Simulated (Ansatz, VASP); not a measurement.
Given: the input of a run of Ansatz 0.2.0 on Ga.

File input.yaml:

```yaml
crystal:
  lattice:
    - [2.7968227674, 0.0, 0.0]
    - [0.0, 3.3033419319, 0.0]
    - [-1.3523282526, 0.0, 4.0166995966]
  atoms:
    - { symbol: Ga, position: [0.13459627, 0.75, 0.77016683] }
    - { symbol: Ga, position: [0.86540373, 0.25, 0.22983317] }
kpoints:
  mp_grid: { grid: [10, 8, 7] }
scf:
  occupations: { method: fermi_dirac, width: 0.05 }
hamiltonian:
  xc: lda
  pseudopotentials: { kind: all_electron, lapw: { basis_error: 0.001 } }
output:
  forces: true
  stress: true
  eigenvalues: true
```

Potentials or basis: all-electron LAPW, scalar-relativistic.

The run is started by

```bash
$ ansatz run input.yaml --threads 1 --pin off --max-ram 3072MiB --backend cpu --events-out ev --progress --plain --runs-dir out
```

Task: Translate it to VASP 6.6.1. Potentials there: VASP PAW LDA potentials, release 64 (Ga_d).

Result: As run (the cutoff follows the program's own potentials):

File INCAR:

```
PREC = Accurate
ENCUT = 520
EDIFF = 1E-7
ISMEAR = -1
SIGMA = 0.05
LREAL = F
LASPH = T
NELM = 100
ALGO = Fast
ISIF = 2
LWAVE = F
LCHARG = F
NBANDS = 20
```

File KPOINTS:

```
Automatic mesh
0
Gamma
  10 8 7
```

POSCAR

```
Ga
1.0
    2.7968227674      0.0000000000      0.0000000000
    0.0000000000      3.3033419319      0.0000000000
   -1.3523282526      0.0000000000      4.0166995966
Ga
2
Direct
    0.1345962700      0.7500000000      0.7701668300
    0.8654037300      0.2500000000      0.2298331700
```

Potentials or basis: VASP PAW LDA potentials, release 64 (Ga_d).

Run with:

```console
$ cat potpaw_LDA.64/Ga_d/POTCAR > POTCAR
$ mpirun -np 1 vasp_std > vasp.out
```

Both were run:

|  | VASP | Ansatz | Ansatz less VASP |
| --- | --- | --- | --- |
| gap on the k mesh at the Fermi level (eV) | none | none | - |
| pressure (GPa) | -3.6 | -3.7 | -0.14 |
| traceless stress, the component that is largest in VASP (GPa) | -0.92 | -0.92 | 0.000 |
| rms of the force components (eV/Å) | 0.033 | 0.033 | 0.0000 |

LDA's correlation is that of Perdew and Zunger in VASP and of Perdew and Wang (1992) in Ansatz. Atom by atom the forces differ by 0.000 eV/Å (rms over components). A gap of «none» marks a metal or a gap that the smearing closes. Ansatz ran all-electron here, and VASP with PAW potentials.
